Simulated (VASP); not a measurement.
Input of a VASP 6.6.1 run:

Contents of POSCAR:

```
Ge
1.0
    2.8992578157      0.0000000000      0.0000000000
   -1.4496289078      2.5108309205      0.0000000000
    0.0000000000      0.0000000000      9.1125055667
Ge
4
Direct
    1.0000000000      0.0000000000      1.0000000000
    1.0000000000      0.0000000000      0.5000000000
    0.3333333333      0.6666666667      0.2500000000
    0.6666666667      0.3333333333      0.7500000000
```

The input INCAR.step1:

```
PREC     = Accurate       # precision mode
ENCUT    = 520            # plane-wave cutoff, eV
ISMEAR   = -1             # smearing method
SIGMA    = 0.1            # smearing width, eV
LREAL    = F              # projectors in reciprocal space
LASPH    = T              # aspherical terms in the spheres
NELM     = 60             # most SCF steps
NBANDS   = 36             # bands
GGA      = PE             # functional
ALGO     = Normal         # electronic algorithm
EDIFF    = 1E-4           # SCF threshold, eV
LWAVE    = T              # write WAVECAR
LCHARG   = F              # write CHGCAR
```

File INCAR.step2:

```
PREC     = Accurate       # precision mode
ENCUT    = 520            # plane-wave cutoff, eV
EDIFF    = 1E-6           # SCF threshold, eV
ISMEAR   = -1             # smearing method
SIGMA    = 0.1            # smearing width, eV
LREAL    = F              # projectors in reciprocal space
LASPH    = T              # aspherical terms in the spheres
NELM     = 60             # most SCF steps
ALGO     = Normal         # electronic algorithm
ISIF     = 2              # what is computed and relaxed
LWAVE    = F              # write WAVECAR
LCHARG   = T              # write CHGCAR
METAGGA  = R2SCAN         # meta-GGA
LMIXTAU  = T            
LELF     = T              # ELF
LVHAR    = T            
NBANDS   = 36             # bands
ISTART   = 1
```

The input KPOINTS:

```
regular mesh
0
Gamma
  13 13 4
```

Potentials or basis: VASP PAW PBE potentials, release 64 (Ge_d).

Launch:

```sh
$ cat potpaw_PBE.64/Ge_d/POTCAR > POTCAR
$ cp INCAR.step1 INCAR
$ mpirun -np 1 vasp_std > vasp.out
$ cp INCAR.step2 INCAR
$ mpirun -np 1 vasp_std > vasp.out
```

Task: What does it give for the pressure?

Result: 11.6 GPa.

Task: Predict the band gap on the k mesh.

Result: Zero (bands 28 and 29 overlap by 11.14 eV).

Stress tensor (GPa, compression positive):
```
10.79  0.00  0.00
 0.00 10.79  0.00
 0.00  0.00 13.16
```

Caveat: the cell stands under pressure; the PAW data sets were made with another functional, which shifts forces and pressure a little.
